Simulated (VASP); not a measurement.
A run of VASP 6.6.1 is set up as follows.

File INCAR:

```
SYSTEM = InP
PREC = Accurate
ENCUT = 520
EDIFF = 1E-8
ISMEAR = -1
SIGMA = 0.03
LREAL = .FALSE.
LASPH = .TRUE.
NELM = 60
ALGO = Normal
ISIF = 2
LWAVE = .FALSE.
LCHARG = .FALSE.
GGA = PE
LEFG = .TRUE.
NBANDS = 16
```

Contents of KPOINTS:

```
regular mesh
0
G
  11 11 11
  0 0 0
```

The input POSCAR:

```
InP
1.0
    0.0000000000      2.7972141245      2.7972141245
    2.7972141245      0.0000000000      2.7972141245
    2.7972141245      2.7972141245      0.0000000000
In P
1 1
Direct
    0.0000000000      0.0000000000      0.0000000000
    0.5000000000      0.5000000000      0.5000000000
```

Potentials or basis: VASP PAW PBE potentials, release 64 (In_d, P).

The run is started by

```sh
$ cat potpaw_PBE.64/In_d/POTCAR potpaw_PBE.64/P/POTCAR > POTCAR
$ mpirun -np 1 vasp_std > vasp.out
```

Problem. Estimate the band gap on the k mesh.

Solution. Zero (band 9 reaches 6.97 eV, above the bottom of band 10 at 4.47 eV).

Problem. Estimate the pressure.

Solution. -2.1 GPa.

Caveat: without QUAD_EFG the Cq values of the log hold for a quadrupole moment of 1 mb, not for the nuclei; spin-orbit coupling is left out, which moves the levels of the heavy elements.
